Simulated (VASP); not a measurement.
Runs of VASP 6.6.1 on As. The structure is that of space group Fddd (No. 70), or close to it. The cells are those of the table. The cell was built from a structure type or drawn by symmetry, and may not be a known phase.

```tsv
task	cell	k mesh	gap on the mesh (eV)	pressure (GPa)	relaxed volume (Å³/atom)
single point	a = 4.352, b = 4.186, c = 3.603 Å, angles 67.4, 62.7, 49.9°, 2 atoms	6 × 6 × 6	none	(b)	-
relaxation of cell and atoms	relaxed from a = 4.627, b = 4.253, c = 3.814 Å, angles 69.8, 59.6, 50.7°, 2 atoms	16 × 16 × 16	none	0.0	25.22
relaxation of cell and atoms	relaxed from a = 4.352, b = 4.186, c = 3.603 Å, angles 67.4, 62.7, 49.9°, 2 atoms	6 × 6 × 6	none	0.0	(a)
single point	a = 4.662, b = 4.236, c = 3.838 Å, angles 70.3, 58.8, 50.8°, 2 atoms	16 × 16 × 16	none	0.1	-
single point	a = 4.627, b = 4.253, c = 3.814 Å, angles 69.8, 59.6, 50.7°, 2 atoms	6 × 6 × 6	none	0.3	-
```

Alike in all rows: level PBE; potentials or basis VASP PAW PBE potentials, release 64 (As); no spin polarisation; cutoff (eV) 500; smearing gaussian 0.1 eV.

**Question.** Fill in the values left out.

**Answer.** (a) 25.18; (b) 10.5.

Caveats: the cell stands under pressure (at least some runs).

A k mesh can miss the band edges, and the runs leave out spin-orbit coupling on As.

A gap of «none» marks levels without a gap at the run's occupations.
